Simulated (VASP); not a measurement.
# CdS (Hawleyite) (F-43m) in VASP: a series of runs

The runs below take CdS (Hawleyite) through single point, relaxation of cell and atoms, with PBE0.

Program: VASP 6.6.1. These are calculated values, not measurements. Logs are shortened: lines on timing, memory, paths and dates and some standing lists are left out, and cuts for length are marked.

### Step 1. The cell of the first run

Symmetry: F-43m, No. 216, cubic system. Conventional cell: a = 5.833 Å, b = 5.833 Å, c = 5.833 Å, α = 90.00°, β = 90.00°, γ = 90.00°. Cd (site symmetry -43m) has 4 S at 2.53 Å within 3.3 Å. S (site symmetry -43m) has 4 Cd at 2.53 Å within 3.3 Å.

### Step 2. Single point, PBE0

Contents of POSCAR:

```
CdS
1.0
    0.0000000000      2.9165000000      2.9165000000
    2.9165000000      0.0000000000      2.9165000000
    2.9165000000      2.9165000000      0.0000000000
Cd S
1 1
Direct
    0.0000000000      0.0000000000      0.0000000000
    0.7500000000      0.7500000000      0.7500000000
```

Contents of INCAR.step1:

```
SYSTEM = CdS
PREC     = Accurate       ! precision mode
ENCUT    = 520            ! plane-wave cutoff, eV
EDIFF    = 1E-5           ! SCF threshold, eV
ISMEAR   = -1             ! smearing method
SIGMA    = 0.05           ! smearing width, eV
LREAL    = .FALSE.        ! projectors in reciprocal space
LASPH    = .TRUE.         ! aspherical terms in the spheres
NELM     = 80             ! most SCF steps
ALGO     = Normal         ! electronic algorithm
ISIF     = 2              ! what is computed and relaxed
LWAVE    = .TRUE.         ! write WAVECAR
LCHARG   = .FALSE.        ! write CHGCAR
NBANDS   = 16             ! bands
GGA      = PE             ! functional
```

Contents of INCAR.step2:

```
SYSTEM = CdS
PREC     = Accurate       ! precision mode
ENCUT    = 520            ! plane-wave cutoff, eV
EDIFF    = 1E-6           ! SCF threshold, eV
ISMEAR   = -1             ! smearing method
SIGMA    = 0.05           ! smearing width, eV
LREAL    = .FALSE.        ! projectors in reciprocal space
LASPH    = .TRUE.         ! aspherical terms in the spheres
NELM     = 80             ! most SCF steps
ALGO     = Normal         ! electronic algorithm
ISIF     = 2              ! what is computed and relaxed
LWAVE    = .FALSE.        ! write WAVECAR
LCHARG   = .FALSE.        ! write CHGCAR
GGA      = PE             ! functional
LHFCALC  = .TRUE.         ! exact exchange
AEXX     = 0.25           ! exact-exchange fraction
PRECFOCK = Normal       
NBANDS   = 16             ! bands
ISTART   = 1
```

Contents of KPOINTS:

```
regular mesh
0
G
  6 6 6
  0 0 0
```

Potentials or basis: VASP PAW PBE potentials, release 64 (Cd, S).

Command:

```console
cat potpaw_PBE.64/Cd/POTCAR potpaw_PBE.64/S/POTCAR > POTCAR
cp INCAR.step1 INCAR
mpirun -np 1 vasp_std > vasp.out
cp INCAR.step2 INCAR
mpirun -np 1 vasp_std > vasp.out
```

OUTCAR:

```text
SYSTEM = CdS
   PREC = Accurate
   ENCUT = 520
   EDIFF = 1E-6
   ISMEAR = -1
   LREAL = .FALSE.
   LASPH = .TRUE.
   NELM = 80
   ISIF = 2
   GGA = PE
   LHFCALC = .TRUE.
   AEXX = 0.25
   PRECFOCK = Normal
   ISTART = 1

 ion  position               nearest neighbor table
   1  0.000  0.000  0.000-   2 2.53   2 2.53   2 2.53   2 2.53
   2  0.750  0.750  0.750-   1 2.53   1 2.53   1 2.53   1 2.53

  LATTYP: Found a face centered cubic cell.
 ALAT       =     5.8330000000

  Lattice vectors:

 A1 = (   0.0000000000,   2.9165000000,   2.9165000000)
 A2 = (   2.9165000000,   0.0000000000,   2.9165000000)
 A3 = (   2.9165000000,   2.9165000000,   0.0000000000)

Analysis of symmetry for initial positions (statically):
=====================================================================
 Subroutine PRICEL returns:
 Original cell was already a primitive cell.

 Routine SETGRP: Setting up the symmetry group for a
 face centered cubic supercell.

 Subroutine GETGRP returns: Found 24 space group operations
 (whereof 24 operations were pure point group operations)
 out of a pool of 48 trial point group operations.

The static configuration has the point symmetry T_d .

Analysis of symmetry for dynamics (positions and initial velocities):
=====================================================================
 Subroutine PRICEL returns:
 Original cell was already a primitive cell.

 Routine SETGRP: Setting up the symmetry group for a
 face centered cubic supercell.

 Subroutine GETGRP returns: Found 24 space group operations
 (whereof 24 operations were pure point group operations)
 out of a pool of 48 trial point group operations.

The dynamic configuration has the point symmetry T_d .

 Subroutine INISYM returns: Found 24 space group operations
 (whereof 24 operations are pure point group operations),
 and found     1 'primitive' translations

----------------------------------------------------------------------------------------

                                     Primitive cell

  volume of cell :      49.6153

  direct lattice vectors                    reciprocal lattice vectors
     0.000000000  2.916500000  2.916500000    -0.171438368  0.171438368  0.171438368
     2.916500000  0.000000000  2.916500000     0.171438368 -0.171438368  0.171438368
     2.916500000  2.916500000  0.000000000     0.171438368  0.171438368 -0.171438368

  length of vectors
     4.124553855  4.124553855  4.124553855     0.296939964  0.296939964  0.296939964

  position of ions in fractional coordinates (direct lattice)
     0.000000000  0.000000000  0.000000000
     0.750000000  0.750000000  0.750000000

  ion indices of the primitive-cell ions
   primitive index   ion index
                 1           1
                 2           2

----------------------------------------------------------------------------------------

 KPOINTS: regular mesh

Automatic generation of k-mesh.
 Grid dimensions read from file:
 generate k-points for:    6    6    6

 Generating k-lattice:

  Cartesian coordinates                     Fractional coordinates (reciprocal lattice)
    -0.028573061  0.028573061  0.028573061     0.166666667  0.000000000  0.000000000
     0.028573061 -0.028573061  0.028573061     0.000000000  0.166666667  0.000000000
     0.028573061  0.028573061 -0.028573061     0.000000000  0.000000000  0.166666667

  Length of vectors
     0.049489994  0.049489994  0.049489994

  Shift w.r.t. Gamma in fractional coordinates (k-lattice)
     0.000000000  0.000000000  0.000000000

 Subroutine IBZKPT returns following result:
 ===========================================

 Found     16 irreducible k-points:

 Following reciprocal coordinates:
            Coordinates               Weight
  0.000000  0.000000  0.000000      1.000000
  0.166667  0.000000  0.000000      8.000000
  0.333333  0.000000  0.000000      8.000000
  0.500000  0.000000  0.000000      4.000000
  0.166667  0.166667  0.000000      6.000000
  0.333333  0.166667  0.000000     24.000000
[... 8 lines left out ...]
 -0.333333  0.333333  0.166667     24.000000
 -0.333333  0.500000  0.166667     12.000000
   k-points           NKPTS =     16   k-points in BZ     NKDIM =    216   number of bands    NBANDS=     16
   number of dos      NEDOS =    301   number of ions     NIONS =      2
   total plane-waves  NPLWV =  32768
   dimension x,y,z NGX =    32 NGY =   32 NGZ =   32
   dimension x,y,z NGXF=    64 NGYF=   64 NGZF=   64
   ions per type =               1   1
   NGX,Y,Z   is equivalent  to a cutoff of  12.90, 12.90, 12.90 a.u.
   NGXF,Y,Z  is equivalent  to a cutoff of  25.80, 25.80, 25.80 a.u.
 SYSTEM =  CdS
   PREC   = accura    normal or accurate (medium, high low for compatibility)
   ISTART =      1    job   : 0-new  1-cont  2-samecut
   ICHARG =      0    charge: 1-file 2-atom 10-const
   ISPIN  =      1    spin polarized calculation?
   LNONCOLLINEAR =      F non collinear calculations
   LSORBIT =      F    spin-orbit coupling
   LASPH  =      T    aspherical Exc in radial PAW
   ENCUT  =  520.0 eV  38.22 Ry    6.18 a.u.   7.67  7.67  7.67*2*pi/ulx,y,z
   NELM   =     80;   NELMIN=  2; NELMDL=  0     # of ELM steps
   EDIFF  = 0.1E-05   stopping-criterion for ELM
   LREAL  =      F    real-space projection
   EDIFFG = 0.1E-04   stopping-criterion for IOM
   NSW    =      0    number of steps for IOM
   IBRION =     -1    ionic relax: 0-MD 1-quasi-New 2-CG
   NFREE  =      0    steps in history (QN), initial steepest desc. (CG)
   ISIF   =      2    stress and relaxation
   ISYM   =      3    0-nonsym 1-usesym 2-fastsym
   POTIM  = 0.5000    time-step for ionic-motion
   TEBEG  =    0.0;   TEEND  =   0.0 temperature during run
   PSTRESS=    0.0 pullay stress
   NELECT =      18.0000    total number of electrons
   NUPDOWN=      -1.0000    fix difference up-down
   EMIN   =  10.00;   EMAX   =-10.00  energy-range for DOS
   EFERMI =   0.00;   METHOD = LEGACY
   ISMEAR =    -1;   SIGMA  =   0.05  broadening in eV -4-tet -1-fermi 0-gaus
   EFERMI_NEDOS =   21; number of points for ismear=-14 and -15
   IALGO  =     38    algorithm
   IMIX   =      1    mixing-type and parameters
     AMIX     =   0.40;   BMIX     =  1.00
     AMIX_MAG =   1.60;   BMIX_MAG =  1.00
  volume/ion in A,a.u.               =      24.81       167.41
  Fermi-wavevector in a.u.,A,eV,Ry     =   1.167599  2.206442 18.548649  1.363287
  Thomas-Fermi vector in A             =   2.304097
   LORBIT       =      0    0 simple, 1 ext, 2 COOP (PROOUT), +10 PAW based schemes
   GGA     = PE    functional components
   LHFCALC =     T    Hartree Fock is set to
   PRECFOCK=normal    Normal, Fast or Accurate (Low or Medium for compatibility)
   ENCUT4O =  -1.0   cutoff for four orbital integrals eV
   NKREDX  =     1    reduce k-point grid by
   NKREDY  =     1    reduce k-point grid by
   NKREDZ  =     1    reduce k-point grid by
   AEXX    =    0.2500 exact exchange contribution
   HFSCREEN=    0.0000 screening length (either q_TF or 0.3 A-1)
   HFSCREENC=   0.0000 screening length for correlation (either q_TF or 0.3 A-1)
   ENCUTFOCK=  -1.0 apply spherical cutoff to Coloumb kernel
   IVDW    =     0    specifies the selected vdW correction
   LEPSILON=     F    determine dielectric tensor
   LRPA    =     F    only Hartree local field effects (RPA)
 non-spin polarized calculation
  energy-cutoff  :      520.00
  volume of cell :       49.62
 maximum number of plane-waves:      1363
 NGX is ok and might be reduce to    32
  NGX = 24; NGY = 24; NGZ = 24

 number of electron      18.0000004 magnetization

 Free energy of the ion-electron system (eV)
  ---------------------------------------------------
  ext. energy  EPLUGINS =         0.00000000
  ---------------------------------------------------
  free energy    TOTEN  =        -8.17839135 eV

  energy without entropy =       -8.17839135  energy(sigma->0) =       -8.17839135

 E-fermi :   1.3168     XC(G=0):  -7.2203

 val. band max:        0.2938154786   @ k =   0.0000   0.0000   0.0000
 cond. band min:       3.1266273617   @ k =   0.0000   0.0000   0.0000
 fundamental gap:      2.8328118831
 Fermi energy:         1.3168331542

 k-point     1 :       0.0000    0.0000    0.0000
  band No.  band energies     occupation
      1     -13.3350      2.00000
      2      -8.6093      2.00000
      3      -8.6093      2.00000
      4      -8.6093      2.00000
      5      -8.1233      2.00000
      6      -8.1233      2.00000
[... 8 lines left out ...]
     15      13.8472      0.00000
     16      13.8472      0.00000

 k-point     2 :       0.1667    0.0000    0.0000
  band No.  band energies     occupation
      1     -13.2198      2.00000
      2      -8.5715      2.00000
      3      -8.5715      2.00000
      4      -8.4961      2.00000
      5      -8.1244      2.00000
      6      -8.1244      2.00000
[... 8 lines left out ...]
     15      12.9544      0.00000
     16      14.0311      0.00000

 k-point     3 :       0.3333    0.0000    0.0000
  band No.  band energies     occupation
      1     -12.9901      2.00000
      2      -8.5093      2.00000
      3      -8.5093      2.00000
      4      -8.1087      2.00000
      5      -8.1087      2.00000
      6      -8.0960      2.00000
[... 8 lines left out ...]
     15      13.4404      0.00000
     16      13.4404      0.00000

 k-point     4 :       0.5000    0.0000    0.0000
  band No.  band energies     occupation
      1     -12.8773      2.00000
      2      -8.4873      2.00000
      3      -8.4873      2.00000
      4      -8.0893      2.00000
      5      -8.0893      2.00000
      6      -7.7083      2.00000
[... 8 lines left out ...]
     15      15.0360      0.00000
     16      15.0360      0.00000

 k-point     5 :       0.1667    0.1667    0.0000
  band No.  band energies     occupation
      1     -13.1819      2.00000
      2      -8.5327      2.00000
      3      -8.5327      2.00000
      4      -8.5131      2.00000
      5      -8.1467      2.00000
      6      -8.1028      2.00000
[... 8 lines left out ...]
     15      14.0441      0.00000
     16      15.8583      0.00000

 k-point     6 :       0.3333    0.1667    0.0000
  band No.  band energies     occupation
      1     -12.9919      2.00000
      2      -8.4895      2.00000
      3      -8.4591      2.00000
      4      -8.2751      2.00000
      5      -8.0854      2.00000
      6      -8.0846      2.00000
[... 8 lines left out ...]
     15      14.2774      0.00000
     16      15.2557      0.00000
[... 115 lines left out ...]
 k-point    13 :       0.5000    0.5000    0.0000
  band No.  band energies     occupation
      1     -12.7378      2.00000
      2      -8.3719      2.00000
      3      -8.2637      2.00000
      4      -8.2637      2.00000
      5      -8.0407      2.00000
      6      -7.6233      2.00000
[... 8 lines left out ...]
     15      14.8401      0.00000
     16      15.9964      0.00000

 k-point    14 :       0.5000    0.3333    0.1667
  band No.  band energies     occupation
      1     -12.8451      2.00000
      2      -8.4197      2.00000
      3      -8.4076      2.00000
      4      -8.2158      2.00000
      5      -8.0862      2.00000
      6      -7.7873      2.00000
[... 8 lines left out ...]
     15      15.4888      0.00000
     16      15.7833      0.00000

 k-point    15 :      -0.3333    0.3333    0.1667
  band No.  band energies     occupation
      1     -12.7741      2.00000
      2      -8.4127      2.00000
      3      -8.3720      2.00000
      4      -8.1670      2.00000
      5      -8.1066      2.00000
      6      -7.5173      2.00000
[... 8 lines left out ...]
     15      14.8659      0.00000
     16      15.8864      0.00000

 k-point    16 :      -0.3333    0.5000    0.1667
  band No.  band energies     occupation
      1     -12.7394      2.00000
      2      -8.3678      2.00000
      3      -8.3406      2.00000
      4      -8.2054      2.00000
      5      -8.0837      2.00000
      6      -7.4827      2.00000
[... 8 lines left out ...]
     15      15.7241      0.00000
     16      15.7812      0.00000

------------------------ aborting loop because EDIFF is reached ----------------------------------------

  FORCE on cell =-STRESS in cart. coord.  units (eV):
  Direction    XX          YY          ZZ          XY          YZ          ZX
  --------------------------------------------------------------------------------------
  -------------------------------------------------------------------------------------
  Total        0.5665441      0.5665441      0.5665441      0.0000000      0.0000000     -0.0000000
  in kB       18.2948282     18.2948282     18.2948282      0.0000000      0.0000000     -0.0000000
  external PRESSURE =      18.2948282 kB  Pullay stress =       0.0000000 kB

 VOLUME and BASIS-vectors are now :
 -----------------------------------------------------------------------------
  energy-cutoff  :      520.00
  volume of cell :       49.62
      direct lattice vectors                 reciprocal lattice vectors
     0.000000000  2.916500000  2.916500000    -0.171438368  0.171438368  0.171438368
     2.916500000  0.000000000  2.916500000     0.171438368 -0.171438368  0.171438368
     2.916500000  2.916500000  0.000000000     0.171438368  0.171438368 -0.171438368

 POSITION                                       TOTAL-FORCE (eV/Angst)
 -----------------------------------------------------------------------------------
      0.00000      0.00000      0.00000        -0.000000     -0.000000     -0.000000
      4.37475      4.37475      4.37475         0.000000      0.000000      0.000000
 -----------------------------------------------------------------------------------
    total drift:                               -0.000067     -0.000058     -0.000042

  FREE ENERGIE OF THE ION-ELECTRON SYSTEM (eV)
  ---------------------------------------------------
  free  energy   TOTEN  =        -8.1783913459 eV

  energy  without entropy=       -8.1783913458  energy(sigma->0) =       -8.17839135
```

It took 29 min on 1 thread of Intel Xeon Platinum 8488C (Sapphire Rapids), shared host; peak memory 0.2 GiB.

Results:

```yaml
Free_energy: -8.1784 eV
Pressure: 1.8 GPa
Band_gap_on_the_k_mesh: 2.83 eV, direct
```

Caveat: the PAW data sets were made with another functional, which shifts forces and pressure a little.

### Step 3. Single point, PBE0

This run uses another cell than the first one, of 25.49 Å³/atom, 1.027 times its volume.

Contents of POSCAR:

```
CdS
1.0
    0.0000000000      2.9429896417      2.9429896417
    2.9429896417      0.0000000000      2.9429896417
    2.9429896417      2.9429896417      0.0000000000
Cd S
1 1
Direct
    0.0000000000      0.0000000000      0.0000000000
    0.7500000000      0.7500000000      0.7500000000
```

Contents of INCAR.step1:

```
SYSTEM = CdS
PREC = Accurate ; ENCUT = 520
EDIFF = 1E-5 ; ISMEAR = -1
SIGMA = 0.05 ; LREAL = .False.
LASPH = .True. ; NELM = 60
ALGO = Normal ; ISIF = 2
LWAVE = .True. ; LCHARG = .False.
GGA = PE ; NBANDS = 16
```

Contents of INCAR.step2:

```
SYSTEM = CdS
PREC = Accurate ; ENCUT = 520
EDIFF = 1E-7 ; ISMEAR = -1
SIGMA = 0.05 ; LREAL = .False.
LASPH = .True. ; NELM = 60
ALGO = Normal ; ISIF = 2
LWAVE = .False. ; LCHARG = .False.
GGA = PE ; LHFCALC = .True.
AEXX = 0.25 ; PRECFOCK = Normal
ISTART = 1 ; NBANDS = 16
```

Contents of KPOINTS:

```
Automatic mesh
0
Gamma
  4 4 4
  0 0 0
```

Potentials or basis: VASP PAW PBE potentials, release 64 (Cd, S).

Command:

```console
cat potpaw_PBE.64/Cd/POTCAR potpaw_PBE.64/S/POTCAR > POTCAR
cp INCAR.step1 INCAR
mpirun -np 1 vasp_std > vasp.out
cp INCAR.step2 INCAR
mpirun -np 1 vasp_std > vasp.out
```

Run time: 7.5 min. Hardware: 1 thread of Intel Xeon Platinum 8259CL at 2.50GHz (Skylake/Cascade Lake), shared host; peak memory 0.18 GiB.

It converged, with:

- Free energy: -8.1904 eV
- Pressure: 0.2 GPa
- Band gap on the k mesh: 2.83 eV, direct

Levels at points of the mesh, in eV from the valence-band top:
| k point | band 5 | band 6 | band 7 | band 8 | band 9 | band 10 | band 11 | band 12 | band 13 | band 14 |
| --- | --- | --- | --- | --- | --- | --- | --- | --- | --- | --- |
| (0.00, 0.00, 0.00) | -8.36 | -8.36 | 0.00 | 0.00 | 0.00 | 2.83 | 8.46 | 8.46 | 8.46 | 13.34 |
| (0.50, 0.00, 0.00) | -8.33 | -7.97 | -4.57 | -0.77 | -0.77 | 4.80 | 8.90 | 8.90 | 9.34 | 12.95 |
| (0.50, 0.50, 0.00) | -8.29 | -7.89 | -4.13 | -1.93 | -1.93 | 5.21 | 6.18 | 11.17 | 12.87 | 12.87 |

Caveat: the k points lie up to 0.46 Å⁻¹ apart; the PAW data sets were made with another functional, which shifts forces and pressure a little.

(Continued in part 2 of 2.)
